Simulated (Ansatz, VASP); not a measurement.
## One calculation of CaSe, two programs

```
Ca Se
1.0
     0.00000    2.96753    2.96753
     2.88800    0.00000    2.96753
     2.88800    2.96753    0.00000
Ca Se
1 1
Cartesian
  0.0000 0.0000 0.0000
  2.8880 2.9675 2.9675
```

Change from the starting cell: uniaxial_x strain -2.7%.

Alike in both runs: task single point; functional r2SCAN; k mesh 8 × 8 × 8; no spin polarisation.

|  | VASP | Ansatz |
| --- | --- | --- |
| version | VASP 6.6.1 | Ansatz 0.2.0 |
| potentials or method | VASP PAW PBE potentials, release 64 (Ca_sv, Se) | plane waves, PAW |
| plane-wave cutoff (eV) | 520 | 500 |
| occupations | gaussian, width 0.01 eV | fixed |
| valence electrons in the cell | 16 | 26 |

|  | VASP | Ansatz | Ansatz less VASP |
| --- | --- | --- | --- |
| gap on the k mesh at the Fermi level (eV) | 2.43 | 2.43 | +0.003 |
| pressure (GPa) | 1.9 | 1.6 | -0.27 |
| traceless stress, the component that is largest in VASP (GPa) | 2.14 | 2.09 | -0.055 |

VASP's potentials were made for PBE, not for r2SCAN. VASP's potentials hold 16 valence electrons a cell and Ansatz's 26, so a difference there can come from the potentials and not from the codes.
